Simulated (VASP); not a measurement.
Set up this calculation in VASP 6.6.1, as the native input.

* Task: single point
* Functional: revPBE
* Potentials or basis: VASP PAW PBE potentials, release 64 (Co)
* Cutoff: 520 eV
* k mesh: 13 × 13 × 7
* Occupations: fermi-dirac, width 0.3 eV
* Spin: collinear spin, ferromagnetic start
* Starting moments: [3.2, 3.2] μB
* Dipole correction: no
* Further INCAR settings: ALGO = Normal; EDIFF = 1e-06; NBANDS = 20

The structure of Co lies in POSCAR:

```
Co
1.0
    2.4648934833      0.0000000000      0.0000000000
   -1.2324467416      2.1346602783      0.0000000000
    0.0000000000      0.0000000000      4.0009053153
Co
2
Direct
    0.3333333333      0.6666666667      0.2500000000
    0.6666666667      0.3333333333      0.7500000000
```

These files were run (other wordings do the same):

INCAR

```
ALGO = Normal
EDIFF = 1E-6
ENCUT = 520
GGA = RE
ISIF = 2
ISMEAR = -1
ISPIN = 2
LASPH = True
LCHARG = False
LMAXMIX = 4
LORBIT = 11
LREAL = False
LWAVE = False
MAGMOM = 3.2 3.2
NBANDS = 20
NELM = 150
PREC = Accurate
SIGMA = 0.3
```

KPOINTS

```
k-points
0
Gamma
  13 13 7
```

Potentials or basis: VASP PAW PBE potentials, release 64 (Co).

The run is started by

```bash
$ cat potpaw_PBE.64/Co/POTCAR > POTCAR
$ mpirun -np 1 vasp_std > vasp.out
```

Results of the run:

```json
{"Pressure": "11.5 GPa", "Net moment": "2.69 μB per cell", "Site moments": "Co +1.36 μB", "Valence electrons inside the program's atomic spheres": "Co 8.34"}
```

Caveat: the cell stands under pressure; so wide a smearing shifts energies and pressures; the PAW data sets were made with another functional, which shifts forces and pressure a little.

Run time: 39 s on 1 thread of AMD EPYC 9R45 96-Core Processor (Zen 5), on a shared host, peak memory 0.13 GiB.
